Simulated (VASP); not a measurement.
# TaN (P1) in VASP: single point with PBE

Aim: the single point of TaN with PBE.

Program: VASP 6.6.1. These are calculated values, not measurements. Logs are shortened: lines on timing, memory, paths and dates and some standing lists are left out, and cuts for length are marked.

### Step 1. The cell of the first run

The typed cell holds 12 atoms: a = 5.276 Å, b = 5.276 Å, c = 5.911 Å, α = 90.00°, β = 90.00°, γ = 120.00°.

### Step 2. Single point, PBE

INCAR reads:

```
PREC = Accurate
ENCUT = 520
EDIFF = 1E-7
ISMEAR = -1
SIGMA = 0.17
LREAL = False
LASPH = True
NELM = 100
ALGO = Normal
ISIF = 2
LWAVE = False
LCHARG = False
GGA = PE
NBANDS = 60
```

KPOINTS reads:

```
regular mesh
0
Gamma
  2 2 2
```

POSCAR reads:

```
TaN
1.0
    5.2761130000      0.0000000000      0.0000000000
   -2.6380570000      4.5692480000      0.0000000000
    0.0000000000      0.0000000000      5.9113610000
Ta N
6 6
Direct
    0.0352306265      0.0098484477      0.0007443294
    0.3641034123      0.6760849925      0.2589082277
    0.7092803432      0.3294634040      0.2431419769
    0.0229745898      0.0222574918      0.5017457063
    0.3833522693      0.6787987870      0.7441433538
    0.7112153572      0.3519835211      0.7518403968
    0.6364437756     -0.0161295688      0.0080861243
    0.4269141546      0.4024732297     -0.0008458289
    0.0495345625      0.6264269306     -0.0012687434
    0.6309664503      0.0277288517      0.4869098673
    0.3856797890      0.3771298910      0.5011367095
    0.0498660026      0.6356188152      0.5100348295
```

Potentials or basis: VASP PAW PBE potentials, release 64 (Ta_pv, N).

Launch:

```
$ cat potpaw_PBE.64/Ta_pv/POTCAR potpaw_PBE.64/N/POTCAR > POTCAR
$ mpirun -np 1 vasp_std > vasp.out
```

OUTCAR:

```text
PREC = Accurate
   ENCUT = 520
   EDIFF = 1E-7
   ISMEAR = -1
   LREAL = False
   LASPH = True
   NELM = 100
   ISIF = 2
   GGA = PE

 ion  position               nearest neighbor table
   1  0.035  0.010  0.001-   7 2.04   9 2.06   8 2.07   4 2.95   4 2.96   3 3.28   5 3.34   6 3.35
                             6 3.38   2 3.39   3 3.40   2 3.41   5 3.41   6 3.42   3 3.42   2 3.43
   2  0.364  0.676  0.259-   7 2.14  10 2.15  12 2.16  11 2.18   9 2.18   8 2.24   5 2.87   3 2.99
                             3 3.00   5 3.04   3 3.16   4 3.32   4 3.34   1 3.39   1 3.41   1 3.43
   3  0.709  0.329  0.243-  10 2.03   7 2.17   9 2.23   8 2.24  12 2.33  11 2.39   6 2.91   2 2.99
                             2 3.00   6 3.01   2 3.16   4 3.22   1 3.28   1 3.40   1 3.42   4 3.49
   4  0.023  0.022  0.502-  11 1.89  10 2.08  12 2.12   1 2.95   1 2.96   3 3.22   5 3.26   6 3.28
                             2 3.32   5 3.33   2 3.34   6 3.40   2 3.45   6 3.48   3 3.49   3 3.52
   5  0.383  0.679  0.744-  11 2.15   7 2.16  12 2.16   8 2.19   9 2.23  10 2.24   2 2.87   6 2.99
                             2 3.04   6 3.07   6 3.08   4 3.26   4 3.33   1 3.34   1 3.41   1 3.45
   6  0.711  0.352  0.752-  12 2.19   9 2.20  10 2.20   8 2.20  11 2.32   7 2.34   3 2.91   5 2.99
                             3 3.01   5 3.07   5 3.08   4 3.28   1 3.35   1 3.38   4 3.40   1 3.42
   7  0.636  0.984  0.008-   1 2.04   2 2.14   5 2.16   3 2.17   6 2.34
   8  0.427  0.402  0.999-   1 2.07   5 2.19   6 2.20   3 2.24   2 2.24
   9  0.050  0.626  0.999-   1 2.06   2 2.18   6 2.20   3 2.23   5 2.23
  10  0.631  0.028  0.487-   3 2.03   4 2.08   2 2.15   6 2.20   5 2.24
  11  0.386  0.377  0.501-   4 1.89   5 2.15   2 2.18   6 2.32   3 2.39
  12  0.050  0.636  0.510-   4 2.12   2 2.16   5 2.16   6 2.19   3 2.33

  LATTYP: Found a hexagonal cell.
 ALAT       =     5.2761130000
 C/A-ratio  =     1.1204007571

  Lattice vectors:

 A1 = (   5.2761130000,   0.0000000000,   0.0000000000)
 A2 = (  -2.6380570000,   4.5692480000,   0.0000000000)
 A3 = (   0.0000000000,   0.0000000000,   5.9113610000)

Analysis of symmetry for initial positions (statically):
=====================================================================
 Subroutine PRICEL returns:
 Original cell was already a primitive cell.

 Routine SETGRP: Setting up the symmetry group for a
 hexagonal supercell.

 Subroutine GETGRP returns: Found  1 space group operations
 (whereof  1 operations were pure point group operations)
 out of a pool of 24 trial point group operations.

The static configuration has the point symmetry C_1 .

Analysis of symmetry for dynamics (positions and initial velocities):
=====================================================================
 Subroutine PRICEL returns:
[... 129 lines left out ...]
   IALGO  =     38    algorithm
   IMIX   =      4    mixing-type and parameters
     AMIX     =   0.40;   BMIX     =  1.00
     AMIX_MAG =   1.60;   BMIX_MAG =  1.00
  volume/ion in A,a.u.               =      11.88        80.14
  Fermi-wavevector in a.u.,A,eV,Ry     =   1.435103  2.711952 28.021488  2.059521
  Thomas-Fermi vector in A             =   2.554439
   LORBIT       =      0    0 simple, 1 ext, 2 COOP (PROOUT), +10 PAW based schemes
   GGA     = PE    functional components
   LHFCALC =     F    Hartree Fock is set to
   AEXX    =    0.0000 exact exchange contribution
   IVDW    =     0    specifies the selected vdW correction
   LEPSILON=     F    determine dielectric tensor
   LRPA    =     F    only Hartree local field effects (RPA)
 non-spin polarized calculation
  energy-cutoff  :      520.00
  volume of cell :      142.51
 maximum number of plane-waves:      3866
 NGX is ok and might be reduce to    40
   NGX = 19   NGY = 19   NGZ = 21

 number of electron      96.0000002 magnetization

 Free energy of the ion-electron system (eV)
  ---------------------------------------------------
  ext. energy  EPLUGINS =         0.00000000
  ---------------------------------------------------
  free energy    TOTEN  =      -133.50354797 eV

  energy without entropy =     -133.32259102  energy(sigma->0) =     -133.41306950

 E-fermi :   7.5816     XC(G=0): -12.7480

 val. band max:        7.2890147274   @ k =   0.0000   0.0000   0.0000
 cond. band min:       7.9263700733   @ k =   0.0000   0.5000   0.5000
 fundamental gap:      0.6373553459
 Fermi energy:         7.5816294918

 k-point     1 :       0.0000    0.0000    0.0000
  band No.  band energies     occupation
      1     -28.6942      2.00000
      2     -28.5338      2.00000
      3     -28.4531      2.00000
      4     -28.3997      2.00000
      5     -28.3120      2.00000
      6     -28.2535      2.00000
[... 493 lines left out ...]
     59      10.4521      0.00000
     60      10.6209      0.00000

------------------------ aborting loop because EDIFF is reached ----------------------------------------

  FORCE on cell =-STRESS in cart. coord.  units (eV):
  Direction    XX          YY          ZZ          XY          YZ          ZX
  --------------------------------------------------------------------------------------
  -------------------------------------------------------------------------------------
  Total       -3.8177882     -1.8956358     -3.5522261      1.8131462     -0.5620786      0.1008208
  in kB      -42.9216212    -21.3117535    -39.9360296     20.3843609     -6.3191888      1.1334819
  external PRESSURE =     -34.7231347 kB  Pullay stress =       0.0000000 kB

 VOLUME and BASIS-vectors are now :
 -----------------------------------------------------------------------------
  energy-cutoff  :      520.00
  volume of cell :      142.51
      direct lattice vectors                 reciprocal lattice vectors
     5.276113000  0.000000000  0.000000000     0.189533469  0.109427218  0.000000000
    -2.638057000  4.569248000  0.000000000     0.000000000  0.218854394  0.000000000
     0.000000000  0.000000000  5.911361000     0.000000000  0.000000000  0.169165781

 POSITION                                       TOTAL-FORCE (eV/Angst)
 -----------------------------------------------------------------------------------
      0.15990      0.04500      0.00440         0.352168      0.047552      0.082343
      0.13750      3.08920      1.53050         0.120159     -0.693939     -1.330535
      2.87310      1.50540      1.43730        -1.720823      1.809660      0.110438
      0.06250      0.10170      2.96600        -0.158084     -3.024918     -0.095830
      0.23190      3.10160      4.39890        -1.353606     -0.102991      1.193683
      2.82390      1.60830      4.44440        -0.527345     -0.330808     -0.277994
      0.76244      4.49555      0.04780        -0.101191      1.791957     -0.663503
      1.19070      1.83900      5.90636         0.464918     -0.472091      0.117588
     -1.39120      2.86230      5.90386        -0.300441     -0.588614     -0.082881
      3.25590      0.12670      2.87830         1.355689     -1.202173      1.594479
      1.04000      1.72320      2.96240         3.044925      3.381148     -0.071799
     -1.41370      2.90430      3.01500        -1.176369     -0.614783     -0.575991
 -----------------------------------------------------------------------------------
    total drift:                               -0.000001     -0.000094     -0.000138

  FREE ENERGIE OF THE ION-ELECTRON SYSTEM (eV)
  ---------------------------------------------------
  free  energy   TOTEN  =      -133.5035479683 eV

  energy  without entropy=     -133.3225910224  energy(sigma->0) =     -133.41306950
```

Wall time 81 s (1 thread of Intel Xeon Platinum 8375C at 2.90GHz (Ice Lake), shared host); peak memory 0.28 GiB.

Results:

| Item | Value |
| --- | --- |
| Free energy | -133.5035 eV |
| Pressure | -3.5 GPa |
| Largest force | 4.551 eV/Å |
| Band gap on the k mesh | 0.64 eV, indirect (least direct gap 0.83 eV) |

Forces on the atoms (eV/Å):
```
Ta   0.352  0.048  0.082
Ta   0.120 -0.694 -1.331
Ta  -1.721  1.810  0.110
Ta  -0.158 -3.025 -0.096
Ta  -1.354 -0.103  1.194
Ta  -0.527 -0.331 -0.278
N   -0.101  1.792 -0.664
N    0.465 -0.472  0.118
N   -0.300 -0.589 -0.083
N    1.356 -1.202  1.594
N    3.045  3.381 -0.072
N   -1.176 -0.615 -0.576
```

Caveat: the k points lie up to 0.69 Å⁻¹ apart; spin-orbit coupling is left out, which moves the levels of the heavy elements; forces of over 1 eV/Å act on the atoms, so gaps and moduli don't describe the material at rest.
